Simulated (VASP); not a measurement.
# C in VASP: notebook, part 2 of 2

VASP 6.6.1. The steps go on from the part before.

## Step 4: Single point, PBE

File INCAR:

```
ALGO     = Normal         # electronic algorithm
DIPOL    = 0.5 0.5 0.330
EDIFF    = 1E-7           # SCF threshold, eV
ENCUT    = 520            # plane-wave cutoff, eV
GGA      = PE             # functional
IDIPOL   = 3            
ISIF     = 2              # what is computed and relaxed
ISMEAR   = 0              # smearing method
LASPH    = T              # aspherical terms in the spheres
LCHARG   = F              # write CHGCAR
LDIPOL   = T            
LREAL    = F              # projectors in reciprocal space
LWAVE    = F              # write WAVECAR
NBANDS   = 38             # bands
NELM     = 100            # most SCF steps
PREC     = Accurate       # precision mode
SIGMA    = 0.1            # smearing width, eV
```

File KPOINTS:

```
k-points
0
Gamma
  6 3 1
```

File POSCAR:

```
C
1.0
    4.9326910637      0.0000000000      0.0000000000
   -1.2331727659      8.7858796705      0.0000000000
    0.0000000000      0.0000000000     20.2907137603
C
13
Direct
    0.0197005045      0.0788020180      0.1971345142
    0.5197005045      0.0788020180      0.1971345142
    0.2746256306      0.0985025225      0.2311704236
    0.7746256306      0.0985025225      0.2311704236
    0.2844758829      0.1379035315      0.2992422423
    0.7844758829      0.1379035315      0.2992422423
    0.0392967055      0.1571967531      0.3324023561
    0.5392967055      0.1571967531      0.3324023561
    0.0496769843      0.1987214031      0.4035397279
    0.5496769843      0.1987214031      0.4035397279
    0.3040736562      0.2163109382      0.4332382717
    0.8040736562      0.2163109382      0.4332382717
    0.4290736562      0.2163109382      0.4949348987
```

Potentials or basis: VASP PAW PBE potentials, release 64 (C).

Command:

```bash
$ cat potpaw_PBE.64/C/POTCAR > POTCAR
$ mpirun -np 1 vasp_std > vasp.out
```

OUTCAR:

```text
EDIFF = 1E-7
   ENCUT = 520
   GGA = PE
   ISIF = 2
   ISMEAR = 0
   LASPH = T
   LREAL = F
   NELM = 100
   PREC = Accurate

 ion  position               nearest neighbor table
   1  0.020  0.079  0.197-   3 1.42   4 1.42
   2  0.520  0.079  0.197-   4 1.42   3 1.42
   3  0.275  0.099  0.231-   5 1.42   1 1.42   2 1.42
   4  0.775  0.099  0.231-   6 1.42   2 1.42   1 1.42
   5  0.284  0.138  0.299-   8 1.41   7 1.41   3 1.42
   6  0.784  0.138  0.299-   7 1.41   8 1.41   4 1.42
   7  0.039  0.157  0.332-   6 1.41   5 1.41   9 1.49
   8  0.539  0.157  0.332-   5 1.41   6 1.41  10 1.49
   9  0.050  0.199  0.404-  11 1.38  12 1.38   7 1.49
  10  0.550  0.199  0.404-  12 1.38  11 1.38   8 1.49  13 1.96
  11  0.304  0.216  0.433-   9 1.38  10 1.38  13 1.40
  12  0.804  0.216  0.433-  10 1.38   9 1.38
  13  0.429  0.216  0.495-  11 1.40  10 1.96

  LATTYP: Found a simple monoclinic cell.
[... 615 lines left out ...]

 vacuum level on the upper side and lower side of the slab       (xc-potential included)        -0.105         0.086

  FORCE on cell =-STRESS in cart. coord.  units (eV):
  Direction    XX          YY          ZZ          XY          YZ          ZX
  --------------------------------------------------------------------------------------
  -------------------------------------------------------------------------------------
  Total        0.0225190      0.1383602      2.9052298      0.0041781      0.7557560     -0.3231927
  in kB        0.0410292      0.2520897      5.2932764      0.0076124      1.3769738     -0.5888512
  external PRESSURE =       1.8621318 kB  Pullay stress =       0.0000000 kB

 VOLUME and BASIS-vectors are now :
 -----------------------------------------------------------------------------
  energy-cutoff  :      520.00
  volume of cell :      879.36
      direct lattice vectors                 reciprocal lattice vectors
     4.932691064  0.000000000  0.000000000     0.202729096  0.028454749  0.000000000
    -1.233172766  8.785879670  0.000000000     0.000000000  0.113818996  0.000000000
     0.000000000  0.000000000 20.290713760     0.000000000  0.000000000  0.049283629

 POSITION                                       TOTAL-FORCE (eV/Angst)
 -----------------------------------------------------------------------------------
      0.00000      0.69235      4.00000        -0.281706      0.373725      1.816101
      2.46635      0.69235      4.00000         0.277611      0.489630      1.632627
      1.23317      0.86543      4.69061         0.020694     -0.838195     -3.253473
      3.69952      0.86543      4.69061        -0.074977     -0.744631     -3.105400
      1.23317      1.21160      6.07184        -0.055031      0.358962      1.277847
      3.69952      1.21160      6.07184         0.085573      0.359575      1.464706
     -0.00001      1.38111      6.74468        -0.298918      0.328203      0.785297
      2.46633      1.38111      6.74468         0.254127     -0.197289      0.436887
     -0.00002      1.74594      8.18811        -2.260296     -0.177523     -0.933590
      2.46633      1.74594      8.18811         2.643948     -0.768536     -4.563664
      1.23315      1.90048      8.79071         1.244029      0.451148      3.403718
      3.69950      1.90048      8.79071        -1.281011      0.318928      0.965589
      1.84974      1.90048     10.04258        -0.274045      0.046005      0.073355
 -----------------------------------------------------------------------------------
    total drift:                                0.000076     -0.000162      0.000205

  FREE ENERGIE OF THE ION-ELECTRON SYSTEM (eV)
  ---------------------------------------------------
  free  energy   TOTEN  =      -105.1447846575 eV

  energy  without entropy=     -105.1164057878  energy(sigma->0) =     -105.13059522

 vacuum level on the upper side and lower side of the slab         1.431         1.626
```

Run time: 22 min. Hardware: 1 thread of Intel Xeon 8259CL, shared host; peak memory 0.96 GiB.

Results:

| Item | Value |
| --- | --- |
| Free energy | -105.1448 eV |
| Largest force | 5.330 eV/Å |

Forces in eV/Å, atoms in the order of the input:
```
C   -0.282  0.374  1.816
C    0.278  0.490  1.633
C    0.021 -0.838 -3.253
C   -0.075 -0.745 -3.105
C   -0.055  0.359  1.278
C    0.086  0.360  1.465
C   -0.299  0.328  0.785
C    0.254 -0.197  0.437
C   -2.260 -0.178 -0.934
C    2.644 -0.769 -4.564
C    1.244  0.451  3.404
C   -1.281  0.319  0.966
C   -0.274  0.046  0.073
```

## Step 5: Summary

| cell | largest force (eV/Å) |
| --- | --- |
| as given, atomic positions A | 4.56 |
| as given, atomic positions B | 4.56 |
| as given, atomic positions C | 5.33 |

Alike in all rows: task single point; level PBE; potentials or basis VASP PAW PBE potentials, release 64 (C); no spin polarisation; k mesh 6 × 3 × 1; cutoff (eV) 520; smearing gaussian 0.1 eV.

Total energies depend on the potentials used, so only differences within one code and one set of settings carry meaning.
